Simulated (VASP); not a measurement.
Set up this calculation in VASP 6.6.1, as the native input.

| Item | Value |
| --- | --- |
| Task | relaxation of cell and atoms |
| Functional | revPBE |
| Dispersion | D4 |
| Potentials or basis | VASP PAW PBE potentials, release 64 (Sn_d, Al) |
| Cutoff | 600 eV |
| k mesh | 7 × 7 × 8 |
| Occupations | fermi-dirac, width 0.05 eV |
| Spin | no spin polarisation |
| Dipole correction | no |
| Further INCAR settings | ALGO = Normal; EDIFF = 1e-07; IBRION = 2; EDIFFG = -0.01; NSW = 60; ISIF = 3 |

The structure of AlSn lies in POSCAR:

```
AlSn
1.0
    4.1981056157      0.0000000000      0.0000000000
   -2.0990528078      3.6356661109      0.0000000000
    0.0000000000      0.0000000000      3.3068470000
Sn Al
1 1
Direct
    0.3333333333      0.6666666667      0.5000000000
    0.0000000000      0.0000000000      0.0000000000
```

One way to write it, as run:

INCAR

```
SYSTEM = AlSn
PREC = Accurate
ENCUT = 600
EDIFF = 1E-7
ISMEAR = -1
SIGMA = 0.05
LREAL = .False.
LASPH = .True.
NELM = 80
ALGO = Normal
ISIF = 3
LWAVE = .False.
LCHARG = .False.
GGA = RE
IVDW = 13
IBRION = 2
NSW = 60
EDIFFG = -0.01
```

KPOINTS

```
regular mesh
0
Gamma
  7 7 8
  0 0 0
```

Potentials or basis: VASP PAW PBE potentials, release 64 (Sn_d, Al).

Command:

```bash
$ cat potpaw_PBE.64/Sn_d/POTCAR potpaw_PBE.64/Al/POTCAR > POTCAR
$ mpirun -np 1 vasp_std > vasp.out
```

Results of the run:

```json
{"Relaxed volume": "24.12 Å³/atom", "Relaxed cell": "a = 4.118 Å, b = 4.118 Å, c = 3.284 Å, α = 90.00°, β = 90.00°, γ = 120.00°", "Space group after relaxing (to 0.05 Å)": "P-6m2 (No. 187)", "Energy gained by relaxing": "8.5 meV/atom", "Ionic steps": "5", "Pressure after relaxing": "0.0 GPa", "Dispersion energy per atom": "-0.538 eV"}
```

Caveat: the PAW data sets were made with another functional, which shifts forces and pressure a little; pairwise dispersion overbinds metals, which lowers pressure and volume.

It took 38 s on 1 thread of Intel(R) Xeon(R) 6975P-C (Granite Rapids), on a shared host, peak memory 0.21 GiB.
